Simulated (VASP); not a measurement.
# LiH in VASP: a series of runs, part 2 of 3

VASP 6.6.1. Earlier steps stand in the parts before.

### Step 3. Single point, PBE

This run uses another cell than the first one, of 7.88 Å³/atom, 0.995 times its volume.

File INCAR:

```
SYSTEM = LiH
PREC     = Accurate       ! precision mode
ENCUT    = 520            ! plane-wave cutoff, eV
EDIFF    = 1E-6           ! SCF threshold, eV
ISMEAR   = 0              ! smearing method
SIGMA    = 0.02           ! smearing width, eV
LREAL    = .FALSE.        ! projectors in reciprocal space
LASPH    = .TRUE.         ! aspherical terms in the spheres
NELM     = 80             ! most SCF steps
ALGO     = Normal         ! electronic algorithm
ISIF     = 2              ! what is computed and relaxed
LWAVE    = .FALSE.        ! write WAVECAR
LCHARG   = .FALSE.        ! write CHGCAR
GGA      = PE             ! functional
NBANDS   = 9              ! bands
```

File KPOINTS:

```
regular mesh
0
G
  12 12 12
  0 0 0
```

File POSCAR:

```
LiH
1.0
    2.5069887989      0.0000000000      0.0000000000
    0.0000000000      2.5069887989      0.0000000000
    0.0000000000      0.0000000000      2.5069887989
Li H
1 1
Direct
    0.5000000000      0.5000000000      0.5000000000
    0.0000000000      0.0000000000      0.0000000000
```

Potentials or basis: VASP PAW PBE potentials, release 64 (Li_sv, H).

Command:

```
> cat potpaw_PBE.64/Li_sv/POTCAR potpaw_PBE.64/H/POTCAR > POTCAR
> mpirun -np 1 vasp_std > vasp.out
```

OUTCAR:

```text
SYSTEM = LiH
   PREC = Accurate
   ENCUT = 520
   EDIFF = 1E-6
   ISMEAR = 0
   LREAL = .FALSE.
   LASPH = .TRUE.
   NELM = 80
   ISIF = 2
   GGA = PE

 ion  position               nearest neighbor table
   1  0.500  0.500  0.500-
   2  0.000  0.000  0.000-

  LATTYP: Found a simple cubic cell.
 ALAT       =     2.5069887989

  Lattice vectors:

 A1 = (   2.5069887989,   0.0000000000,   0.0000000000)
 A2 = (   0.0000000000,   2.5069887989,   0.0000000000)
 A3 = (   0.0000000000,   0.0000000000,   2.5069887989)

Analysis of symmetry for initial positions (statically):
=====================================================================
 Subroutine PRICEL returns:
 Original cell was already a primitive cell.

 Routine SETGRP: Setting up the symmetry group for a
 simple cubic supercell.

 Subroutine GETGRP returns: Found 48 space group operations
 (whereof 48 operations were pure point group operations)
 out of a pool of 48 trial point group operations.

The static configuration has the point symmetry O_h .

Analysis of symmetry for dynamics (positions and initial velocities):
=====================================================================
 Subroutine PRICEL returns:
 Original cell was already a primitive cell.

 Routine SETGRP: Setting up the symmetry group for a
 simple cubic supercell.

 Subroutine GETGRP returns: Found 48 space group operations
 (whereof 48 operations were pure point group operations)
 out of a pool of 48 trial point group operations.

The dynamic configuration has the point symmetry O_h .

 Subroutine INISYM returns: Found 48 space group operations
 (whereof 48 operations are pure point group operations),
 and found     1 'primitive' translations

----------------------------------------------------------------------------------------

                                     Primitive cell

  volume of cell :      15.7564

[... 108 lines left out ...]
     AMIX_MAG =   1.60;   BMIX_MAG =  1.00
  volume/ion in A,a.u.               =       7.88        53.16
  Fermi-wavevector in a.u.,A,eV,Ry     =   1.036595  1.958880 14.619857  1.074529
  Thomas-Fermi vector in A             =   2.170993
   LORBIT       =      0    0 simple, 1 ext, 2 COOP (PROOUT), +10 PAW based schemes
   GGA     = PE    functional components
   LHFCALC =     F    Hartree Fock is set to
   AEXX    =    0.0000 exact exchange contribution
   IVDW    =     0    specifies the selected vdW correction
   LEPSILON=     F    determine dielectric tensor
   LRPA    =     F    only Hartree local field effects (RPA)
 non-spin polarized calculation
 Gauss-broadening in eV      SIGMA  =   0.02
  energy-cutoff  :      520.00
  volume of cell :       15.76
 maximum number of plane-waves:       449
 NGX is ok and might be reduce to    20

 number of electron       4.0000012 magnetization

 Free energy of the ion-electron system (eV)
  ---------------------------------------------------
  ext. energy  EPLUGINS =         0.00000000
  ---------------------------------------------------
  free energy    TOTEN  =        -5.65996810 eV

  energy without entropy =       -5.65996810  energy(sigma->0) =       -5.65996810

 E-fermi :   3.7313     XC(G=0):  -8.6390

 val. band max:        3.5015891711   @ k =   0.5000   0.5000   0.5000
 cond. band min:       4.2360369919   @ k =   0.5000   0.0000   0.0000
 fundamental gap:      0.7344478208
 Fermi energy:         3.7313182856

 k-point     1 :       0.0000    0.0000    0.0000
  band No.  band energies     occupation
      1     -44.6051      2.00000
      2      -5.2902      2.00000
      3      15.4331      0.00000
      4      15.4331      0.00000
      5      15.4331      0.00000
      6      15.9981      0.00000
      7      18.5708      0.00000
      8      18.5708      0.00000
      9      35.0840      0.00000
[... 265 lines left out ...]
 k-point    24 :       0.4167    0.3333    0.0000
  band No.  band energies     occupation
      1     -44.5206      2.00000
      2      -1.1359      2.00000
      3       5.3739      0.00000
      4       7.7500      0.00000
      5      13.9102      0.00000
      6      21.1683      0.00000
      7      22.5576      0.00000
      8      26.5846      0.00000
      9      28.7685      0.00000

 [... further k-points ...]
[... 5 lines left out ...]
  --------------------------------------------------------------------------------------
  -------------------------------------------------------------------------------------
  Total       -0.0166798     -0.0166798     -0.0166798     -0.0000000      0.0000000     -0.0000000
  in kB       -1.6960707     -1.6960707     -1.6960707     -0.0000000      0.0000000     -0.0000000
  external PRESSURE =      -1.6960707 kB  Pullay stress =       0.0000000 kB

 VOLUME and BASIS-vectors are now :
 -----------------------------------------------------------------------------
  energy-cutoff  :      520.00
  volume of cell :       15.76
      direct lattice vectors                 reciprocal lattice vectors
     2.506988799  0.000000000  0.000000000     0.398884909  0.000000000  0.000000000
     0.000000000  2.506988799  0.000000000     0.000000000  0.398884909  0.000000000
     0.000000000  0.000000000  2.506988799     0.000000000  0.000000000  0.398884909

 POSITION                                       TOTAL-FORCE (eV/Angst)
 -----------------------------------------------------------------------------------
      1.25349      1.25349      1.25349         0.000000      0.000000      0.000000
      0.00000      0.00000      0.00000         0.000000      0.000000      0.000000
 -----------------------------------------------------------------------------------
    total drift:                               -0.000000      0.000000      0.000000

  FREE ENERGIE OF THE ION-ELECTRON SYSTEM (eV)
  ---------------------------------------------------
  free  energy   TOTEN  =        -5.6599681048 eV

  energy  without entropy=       -5.6599681048  energy(sigma->0) =       -5.65996810
```

OSZICAR:

```text
N       E                     dE             d eps       ncg     rms          rms(c)
DAV:   1     0.294817219550E+01    0.29482E+01   -0.17880E+03  1536   0.387E+02
DAV:   2    -0.571731012388E+01   -0.86655E+01   -0.86189E+01  2127   0.645E+01
DAV:   3    -0.591949661871E+01   -0.20219E+00   -0.20159E+00  1744   0.102E+01
DAV:   4    -0.592467766220E+01   -0.51810E-02   -0.51639E-02  2047   0.854E-01
DAV:   5    -0.592470975112E+01   -0.32089E-04   -0.32088E-04  1684   0.554E-02    0.281E+00
DAV:   6    -0.572816777659E+01    0.19654E+00   -0.16377E-01  1706   0.121E+00    0.140E+00
DAV:   7    -0.565884346399E+01    0.69324E-01   -0.21303E-01  1724   0.153E+00    0.223E-01
DAV:   8    -0.566004072060E+01   -0.11973E-02   -0.46527E-03  1850   0.452E-01    0.532E-02
DAV:   9    -0.565996831377E+01    0.72407E-04   -0.29215E-04  2003   0.570E-02    0.701E-03
DAV:  10    -0.565996810480E+01    0.20897E-06   -0.75117E-06  1679   0.199E-02
   1 F= -.56599681E+01 E0= -.56599681E+01  d E =-.327097E-62
```

Run time: 3.3 s. Hardware: 1 thread of Intel Xeon 6975P-C (Granite Rapids), shared host; peak memory 0.12 GiB.

What came out:

```yaml
Free_energy: -5.6600 eV
Band_gap_on_the_k_mesh: 0.73 eV, indirect (least direct gap 4.21 eV)
```

Levels at points of the mesh, in eV from the valence-band top:
```csv
k point,band 1,band 2,band 3,band 4,band 5,band 6
"(0.00, 0.00, 0.00)",-48.11,-8.79,11.93,11.93,11.93,12.50
"(0.50, 0.00, 0.00)",-48.05,-6.55,0.73,11.38,16.20,16.20
"(0.50, 0.50, 0.00)",-48.01,-2.66,1.55,1.55,9.08,19.40
"(0.50, 0.50, 0.50)",-47.96,0.00,6.41,6.41,6.41,8.75
```

Caveat: the cutoff is under 1.25 times the usual one of these potentials, so pressure, stress and relaxed cells hold a basis-set (Pulay) error. A hybrid or GW would open this gap; PBE tends to underestimate it.

### Step 4. Single point, PBE

This run uses another cell than the first one: it holds 4 atoms, not 2.

File INCAR:

```
PREC     = Accurate       # precision mode
ENCUT    = 520            # plane-wave cutoff, eV
EDIFF    = 1E-6           # SCF threshold, eV
ISMEAR   = 0              # smearing method
SIGMA    = 0.1            # smearing width, eV
LREAL    = F              # projectors in reciprocal space
LASPH    = T              # aspherical terms in the spheres
NELM     = 60             # most SCF steps
ALGO     = Normal         # electronic algorithm
ISIF     = 2              # what is computed and relaxed
LWAVE    = F              # write WAVECAR
LCHARG   = T              # write CHGCAR
GGA      = PE             # functional
LELF     = T              # ELF
LVHAR    = T            
NBANDS   = 12             # bands
```

File KPOINTS:

```
regular mesh
0
Gamma
  6 6 4
```

File POSCAR:

```
LiH
1.0
    2.5069887989      0.0000000000      0.0000000000
    0.0000000000      2.5069887989      0.0000000000
    0.0000000000      0.0000000000      5.0139775979
Li H
2 2
Direct
    0.5000000000      0.5000000000      0.2500000000
    0.5000000000      0.5000000000      0.7500000000
    0.0000000000      1.0000000000      0.5000000000
    0.0000000000      1.0000000000      0.0000000000
```

Command:

```
> cat potpaw_PBE.64/Li_sv/POTCAR potpaw_PBE.64/H/POTCAR > POTCAR
> mpirun -np 1 vasp_std > vasp.out
```

It took 4.2 s on 1 thread of Intel Xeon 6975P-C (Granite Rapids), shared host; peak memory 0.14 GiB.

It converged, with:

| Item | Value |
| --- | --- |
| Free energy | -11.3067 eV |
| Band gap on the k mesh | 0.72 eV |

Levels at points of the mesh, in eV from the valence-band top:
| k point | band 2 | band 3 | band 4 | band 5 | band 6 | band 7 |
| --- | --- | --- | --- | --- | --- | --- |
| (0.00, 0.00, 0.00) | -48.08 | -8.80 | -6.56 | 0.72 | 11.38 | 11.92 |
| (0.50, 0.00, 0.00) | -48.03 | -6.56 | -2.66 | 0.72 | 1.54 | 1.54 |
| (0.50, 0.50, 0.00) | -47.99 | -2.66 | 0.00 | 1.54 | 1.54 | 6.40 |
| (0.00, 0.00, 0.50) | -48.10 | -7.91 | -7.91 | 4.59 | 4.59 | 12.07 |
| (0.50, 0.00, 0.50) | -48.05 | -5.24 | -5.24 | 1.10 | 1.10 | 6.53 |
| (0.50, 0.50, 0.50) | -48.01 | -1.59 | -1.59 | 2.99 | 2.99 | 2.99 |

Caveat: the cutoff is under 1.25 times the usual one of these potentials, so pressure, stress and relaxed cells hold a basis-set (Pulay) error.

(Continued in part 3 of 3.)
